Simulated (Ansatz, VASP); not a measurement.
## Ni in VASP and in Ansatz

File INCAR:

```
SYSTEM = Ni
PREC     = Accurate       ! precision mode
ENCUT    = 520            ! plane-wave cutoff, eV
EDIFF    = 1E-7           ! SCF threshold, eV
ISMEAR   = -1             ! smearing method
SIGMA    = 0.05           ! smearing width, eV
LREAL    = .False.        ! projectors in reciprocal space
LASPH    = .True.         ! aspherical terms in the spheres
NELM     = 150            ! most SCF steps
ALGO     = Normal         ! electronic algorithm
ISIF     = 2              ! what is computed and relaxed
LWAVE    = .False.        ! write WAVECAR
LCHARG   = .False.        ! write CHGCAR
ISPIN    = 2              ! spin polarisation
MAGMOM   = 0.797 0.797    ! initial moments
LORBIT   = 11             ! projections on sites
LMAXMIX  = 4              ! l up to which the mixer works
NBANDS   = 21             ! bands
```

Contents of KPOINTS:

```
regular mesh
0
Gamma
  12 12 12
  0 0 0
```

Contents of POSCAR:

```
Ni
1.0
    0.0000000000      2.4365141610      2.4365141610
    2.4365141610      0.0000000000      2.4365141610
    2.4365141610      2.4365141610      0.0000000000
Ni
2
Direct
    0.1250000000      0.1250000000      0.1250000000
    0.8750000000      0.8750000000      0.8750000000
```

Input for Ansatz:

```yaml
crystal:
  lattice:
    - [0.0, 2.436514161, 2.436514161]
    - [2.436514161, 0.0, 2.436514161]
    - [2.436514161, 2.436514161, 0.0]
  atoms:
    - { symbol: Ni, position: [0.125, 0.125, 0.125], spin: 0.797 }
    - { symbol: Ni, position: [0.875, 0.875, 0.875], spin: 0.797 }
hamiltonian:
  xc: lda
  pseudopotentials:
    kind: paw
    azcp:
      Ni: "pseudopotentials/Ni.paw.azcp"
basis:
  ecutwfc: 420
  fft_grid_basis: typed
kpoints:
  mp_grid: { grid: [12, 12, 12], shift: [0, 0, 0] }
magnetization:
  spin_polarized: true
scf:
  occupations: { method: fermi_dirac, width: 0.05 }
  lower_state_search: "off"
output:
  stress: true
```

Alike in both runs: task single point; functional LDA; k mesh 12 × 12 × 12; occupations fermi-dirac, width 0.05 eV; collinear spin.

```csv
,VASP,Ansatz
version,VASP 6.6.1,Ansatz 0.2.0
potentials or method,"VASP PAW LDA potentials, release 64 (Ni), cutoff 520 eV","plane waves (420 eV) with PAW, scalar-relativistic"
valence electrons in the cell,20,36
```

|  | VASP | Ansatz | Ansatz less VASP |
| --- | --- | --- | --- |
| pressure (GPa) | 5.0 | 5.5 | +0.41 |
| net moment per atom (μB) | 0.74 | 0.76 | +0.019 |
| size of the moment on the site where the two differ most (μB) | 0.73 | 0.78 | +0.047 |

Ansatz warns that its potentials were made for another functional, while VASP's fit it. LDA's correlation is that of Perdew and Zunger in VASP and of Perdew and Wang (1992) in Ansatz. Site moments also hang on the region over which each program counts them. VASP's potentials hold 20 valence electrons a cell and Ansatz's 36, so a difference there can come from the potentials and not from the codes.
